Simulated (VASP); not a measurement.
# Sr in VASP: a series of runs, part 2 of 2

VASP 6.6.1. Earlier steps stand in the parts before.

## (4) Single point, PBE (atoms moved at random)

Input file INCAR:

```
PREC = Accurate
ENCUT = 520
EDIFF = 1E-6
ISMEAR = -1
SIGMA = 0.05
LREAL = F
LASPH = T
NELM = 60
ALGO = Fast
ISIF = 2
LWAVE = F
LCHARG = F
GGA = PE
NBANDS = 17
```

Input file KPOINTS:

```
Automatic mesh
0
Gamma
  8 8 8
```

Input file POSCAR:

```
Sr
1.0
   -3.7063582770      3.7063582770      2.0208764669
    3.7063582770     -3.7063582770      2.0208764669
    3.7063582770      3.7063582770     -2.0208764669
Sr
2
Direct
   -0.0017240000      0.0026040000     -0.0047820000
    0.7518960000      0.2470650000      0.4989390000
```

Potentials or basis: VASP PAW PBE potentials, release 64 (Sr_sv).

The run is started by

```bash
cat potpaw_PBE.64/Sr_sv/POTCAR > POTCAR
mpirun -np 1 vasp_std > vasp.out
```

OUTCAR:

```text
PREC = Accurate
   ENCUT = 520
   EDIFF = 1E-6
   ISMEAR = -1
   LREAL = F
   LASPH = T
   NELM = 60
   ISIF = 2
   GGA = PE

 ion  position               nearest neighbor table
   1  0.998  0.003  0.995-   2 3.79   2 3.83   2 3.86   2 3.88   2 4.76   2 4.77   2 4.80   2 4.83

   2  0.752  0.247  0.499-   1 3.79   1 3.83   1 3.86   1 3.88   1 4.76   1 4.77   1 4.80   1 4.83

  LATTYP: Found a body centered tetragonal cell.
 ALAT       =     7.4127165540
 C/A-ratio  =     0.5452458494

  Lattice vectors:

 A1 = (  -3.7063582770,   3.7063582770,   2.0208764669)
 A2 = (   3.7063582770,  -3.7063582770,   2.0208764669)
 A3 = (   3.7063582770,   3.7063582770,  -2.0208764669)

Analysis of symmetry for initial positions (statically):
=====================================================================
 Subroutine PRICEL returns:
 Original cell was already a primitive cell.

 Routine SETGRP: Setting up the symmetry group for a
 body centered tetragonal supercell.

 Subroutine GETGRP returns: Found  2 space group operations
 (whereof  1 operations were pure point group operations)
 out of a pool of 16 trial point group operations.

The static configuration has the point symmetry C_1 .
 The point group associated with its full space group is S_2 .

Analysis of symmetry for dynamics (positions and initial velocities):
=====================================================================
 Subroutine PRICEL returns:
 Original cell was already a primitive cell.

 Routine SETGRP: Setting up the symmetry group for a
 body centered tetragonal supercell.

 Subroutine GETGRP returns: Found  2 space group operations
 (whereof  1 operations were pure point group operations)
 out of a pool of 16 trial point group operations.

The dynamic configuration has the point symmetry C_1 .
 The point group associated with its full space group is S_2 .
[... 108 lines left out ...]
   TEBEG  =    0.0;   TEEND  =   0.0 temperature during run
   PSTRESS=    0.0 pullay stress
   NELECT =      20.0000    total number of electrons
   NUPDOWN=      -1.0000    fix difference up-down
   EMIN   =  10.00;   EMAX   =-10.00  energy-range for DOS
   EFERMI =   0.00;   METHOD = LEGACY
   ISMEAR =    -1;   SIGMA  =   0.05  broadening in eV -4-tet -1-fermi 0-gaus
   EFERMI_NEDOS =   21; number of points for ismear=-14 and -15
   IALGO  =     68    algorithm
   IMIX   =      4    mixing-type and parameters
     AMIX     =   0.40;   BMIX     =  1.00
     AMIX_MAG =   1.60;   BMIX_MAG =  1.00
  volume/ion in A,a.u.               =      55.52       374.68
  Fermi-wavevector in a.u.,A,eV,Ry     =   0.924528  1.747104 11.629602  0.854752
  Thomas-Fermi vector in A             =   2.050283
   LORBIT       =      0    0 simple, 1 ext, 2 COOP (PROOUT), +10 PAW based schemes
   GGA     = PE    functional components
   LHFCALC =     F    Hartree Fock is set to
   AEXX    =    0.0000 exact exchange contribution
   IVDW    =     0    specifies the selected vdW correction
   LEPSILON=     F    determine dielectric tensor
   LRPA    =     F    only Hartree local field effects (RPA)
 non-spin polarized calculation
 RMM-DIIS sequential band-by-band and
  energy-cutoff  :      520.00
  volume of cell :      111.04
 maximum number of plane-waves:      3035
 NGX is ok and might be reduce to    42
   NGX = 21   NGY = 21   NGZ = 21

 number of electron      20.0000000 magnetization

 Free energy of the ion-electron system (eV)
  ---------------------------------------------------
  ext. energy  EPLUGINS =         0.00000000
  ---------------------------------------------------
  free energy    TOTEN  =        -2.77043283 eV

  energy without entropy =       -2.74235536  energy(sigma->0) =       -2.75639410

 E-fermi :   1.4122     XC(G=0):  -7.3126

 val. band max:        1.4097086036   @ k =  -0.3750  -0.1250   0.5000
 cond. band min:       1.4130142711   @ k =  -0.0000   0.5000  -0.1250
 fundamental gap:      0.0033056675
 Fermi energy:         1.4121824219

 k-point     1 :       0.0000    0.0000    0.0000
  band No.  band energies     occupation
      1     -35.2858      2.00000
      2     -35.2476      2.00000
      3     -17.3780      2.00000
      4     -17.3739      2.00000
      5     -17.1629      2.00000
      6     -17.1595      2.00000
[... 457 lines left out ...]
      4     -17.3438      2.00000
      5     -17.3082      2.00000
      6     -17.2872      2.00000
[... 9 lines left out ...]
     16       4.0580      0.00000
     17       4.6609      0.00000

 [... further k-points ...]
[... 5 lines left out ...]
  --------------------------------------------------------------------------------------
  -------------------------------------------------------------------------------------
  Total        0.1063493      0.1504990     -0.2281482      0.0033842     -0.0802036     -0.0339600
  in kB        1.5344423      2.1714494     -3.2917970      0.0488288     -1.1572036     -0.4899867
  external PRESSURE =       0.1380316 kB  Pullay stress =       0.0000000 kB

 VOLUME and BASIS-vectors are now :
 -----------------------------------------------------------------------------
  energy-cutoff  :      520.00
  volume of cell :      111.04
      direct lattice vectors                 reciprocal lattice vectors
    -3.706358277  3.706358277  2.020876467     0.000000000  0.134903310  0.247417399
     3.706358277 -3.706358277  2.020876467     0.134903310  0.000000000  0.247417399
     3.706358277  3.706358277 -2.020876467     0.134903310  0.134903310  0.000000000

 POSITION                                       TOTAL-FORCE (eV/Angst)
 -----------------------------------------------------------------------------------
     -0.00168      7.37895      0.01144        -0.040125      0.095928      0.001866
     -0.02184      3.72033      1.01048         0.040125     -0.095928     -0.001866
 -----------------------------------------------------------------------------------
    total drift:                               -0.000001     -0.000001     -0.000000

  FREE ENERGIE OF THE ION-ELECTRON SYSTEM (eV)
  ---------------------------------------------------
  free  energy   TOTEN  =        -2.7704328339 eV

  energy  without entropy=       -2.7423553612  energy(sigma->0) =       -2.75639410
```

OSZICAR:

```text
N       E                     dE             d eps       ncg     rms          rms(c)
DAV:   1     0.103859938176E+03    0.10386E+03   -0.92384E+03  8840   0.101E+03
DAV:   2     0.419422037771E+01   -0.99666E+02   -0.98208E+02 11367   0.221E+02
DAV:   3    -0.262305774122E+01   -0.68173E+01   -0.67901E+01 16303   0.418E+01
DAV:   4    -0.276598100684E+01   -0.14292E+00   -0.14285E+00 11741   0.527E+00
DAV:   5    -0.276876898716E+01   -0.27880E-02   -0.27877E-02 14422   0.620E-01    0.162E+01
RMM:   6    -0.276997813943E+01   -0.12092E-02   -0.13309E-02  9529   0.122E+00    0.924E+00
RMM:   7    -0.276954716770E+01    0.43097E-03   -0.29641E-02 10765   0.183E+00    0.399E-01
RMM:   8    -0.277017945820E+01   -0.63229E-03   -0.10303E-02 12573   0.531E-01    0.115E-01
RMM:   9    -0.277034727788E+01   -0.16782E-03   -0.13909E-03 14210   0.156E-01    0.131E-01
RMM:  10    -0.277040669939E+01   -0.59422E-04   -0.41152E-04 13992   0.942E-02    0.204E-01
RMM:  11    -0.277042553084E+01   -0.18831E-04   -0.12533E-04 14458   0.496E-02    0.113E-02
RMM:  12    -0.277042940065E+01   -0.38698E-05   -0.50317E-05 14553   0.204E-02    0.751E-03
RMM:  13    -0.277043109634E+01   -0.16957E-05   -0.16719E-05 12851   0.137E-02    0.579E-03
RMM:  14    -0.277043228687E+01   -0.11905E-05   -0.97933E-06 10957   0.864E-03    0.899E-04
RMM:  15    -0.277043283392E+01   -0.54705E-06   -0.49970E-06  9183   0.609E-03
   1 F= -.27704328E+01 E0= -.27563941E+01  d E =-.280775E-01
```

Wall time 6.7 min (1 thread of Intel Xeon 6975P-C (Granite Rapids), shared host); peak memory 0.56 GiB.

Results:

| Property | Result |
| --- | --- |
| Free energy | -2.7704 eV |
| Pressure | 0.0 GPa |
| Largest force | 0.104 eV/Å |
| Band gap on the k mesh | zero (band 10 reaches 1.78 eV, above the bottom of band 11 at 1.23 eV) |

Forces in eV/Å, atoms in the order of the input:
```
Sr  -0.040  0.096  0.002
Sr   0.040 -0.096 -0.002
```

Levels at points of the mesh, in eV from the Fermi level:
| k point | band 7 | band 8 | band 9 | band 10 | band 11 | band 12 | band 13 | band 14 |
| --- | --- | --- | --- | --- | --- | --- | --- | --- |
| (0.00, 0.00, 0.00) | -18.55 | -18.55 | -3.45 | -0.33 | 0.68 | 1.11 | 1.72 | 2.66 |
| (0.50, 0.00, 0.00) | -18.63 | -18.54 | -0.82 | -0.08 | 0.00 | 1.07 | 1.31 | 1.76 |
| (0.50, 0.00, 0.50) | -18.62 | -18.53 | -0.83 | -0.07 | -0.03 | 1.05 | 1.28 | 1.85 |
| (0.00, 0.50, 0.50) | -18.62 | -18.54 | -0.82 | -0.07 | -0.03 | 1.06 | 1.29 | 1.84 |
| (0.00, 0.50, 0.00) | -18.63 | -18.54 | -0.83 | -0.07 | -0.02 | 1.06 | 1.29 | 1.82 |
| (0.50, 0.50, 0.00) | -18.56 | -18.56 | -1.88 | -1.83 | 1.07 | 1.11 | 1.59 | 1.62 |
| (0.00, 0.00, 0.50) | -18.56 | -18.56 | -1.86 | -1.85 | 1.08 | 1.10 | 1.60 | 1.62 |
| (0.50, 0.50, 0.50) | -18.52 | -18.52 | -1.13 | -1.13 | -0.06 | -0.05 | 1.66 | 1.69 |

Caveat: the cell differs from its parent crystal (atoms moved at random).

## (5) Overview

| cell | gap on the mesh (eV) | pressure (GPa) |
| --- | --- | --- |
| a = 5.692 Å, angles 97.4, 97.4, 137.8°, 2 atoms | none | -0.3 |
| a = 5.728 Å, angles 97.4, 97.4, 137.8°, 2 atoms | none | -0.4 |
| a = 5.618 Å, angles 97.4, 97.4, 137.8°, 2 atoms | none | 0.0 |

Alike in all rows: task single point; level PBE; potentials or basis VASP PAW PBE potentials, release 64 (Sr_sv); no spin polarisation; k mesh 8 × 8 × 8; cutoff (eV) 520; smearing fermi-dirac 0.05 eV.

Total energies depend on the potentials used, so only differences within one code and one set of settings carry meaning.
